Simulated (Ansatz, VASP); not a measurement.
## ZrPbO4: VASP beside Ansatz

```
Zr Pb O
1.0
     3.71468    0.00000    0.00000
     0.00000    3.71468    0.00000
     0.00000    0.00000    5.28628
Zr Pb O
1 1 4
Direct
  0.50000 0.50000 0.50000
  0.00000 0.00000 0.00000
  0.50000 0.00000 0.73884
  0.00000 0.50000 0.26116
  0.50000 0.00000 0.26116
  0.00000 0.50000 0.73884
```

Change from the starting cell: species swapped into the CePrO4 type (P4/mmm, No. 123).

Alike in both runs: task relaxation of cell and atoms; functional PBE; k mesh 6 × 6 × 4; occupations gaussian, width 0.1 eV; no spin polarisation.

```csv
,VASP,Ansatz
version,VASP 6.6.1,Ansatz 0.2.0
potentials or method,"VASP PAW PBE potentials, release 64 (Zr_sv, Pb_d, O), cutoff 600 eV","scalar-relativistic, plane waves, PAW"
valence electrons in the cell,50,50
```

Ansatz gave:

- gap on the k mesh at the Fermi level, each at its own relaxed structure (eV): none
- relaxed volume (Å³/atom): 12.13
- relaxed length of the cell vector where the two differ most in proportion (Å): 5.276

Problem. What did VASP give for the same quantities?

Solution. gap on the k mesh at the Fermi level, each at its own relaxed structure (eV): none; relaxed volume (Å³/atom): 12.11; relaxed length of the cell vector where the two differ most in proportion (Å): 5.273.

A gap of «none» marks a metal or a gap that the smearing closes.

Spin-orbit coupling is off throughout.
